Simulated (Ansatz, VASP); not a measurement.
Sr2Ca in VASP and in Ansatz

```
CELL_PARAMETERS angstrom
3.42289 0.00000 0.00000
0.00000 3.42289 0.00000
0.00000 0.00000 6.40966
ATOMIC_POSITIONS crystal
Sr 0.50000 0.50000 0.22074
Sr 0.50000 0.50000 0.76252
Ca 0.00000 0.00000 0.01673
```

Alike in both runs: task relaxation of cell and atoms; functional PBE; k mesh 6 × 6 × 4; occupations gaussian, width 0.1 eV; no spin polarisation.

```csv
,VASP,Ansatz
version,VASP 6.6.1,Ansatz 0.2.0
potentials or method,"VASP PAW PBE potentials, release 64 (Sr_sv, Ca_sv), cutoff 600 eV","scalar-relativistic, plane waves, PAW"
valence electrons in the cell,30,30
```

Ansatz gave:

| Item | Value |
| --- | --- |
| gap on the k mesh at the Fermi level, each at its own relaxed structure (eV) | none |
| relaxed volume (Å³/atom) | 52.47 |
| relaxed cell length with the largest relative difference (Å) | 3.978 |

What did VASP give for the same quantities?

gap on the k mesh at the Fermi level, each at its own relaxed structure (eV): none; relaxed volume (Å³/atom): 52.07; relaxed cell length with the largest relative difference (Å): 3.951.

A gap of «none» marks a metal or a gap that the smearing closes.

Noted on VASP's run: the volume moved by over 15 % at a fixed basis, so the end points are rough.
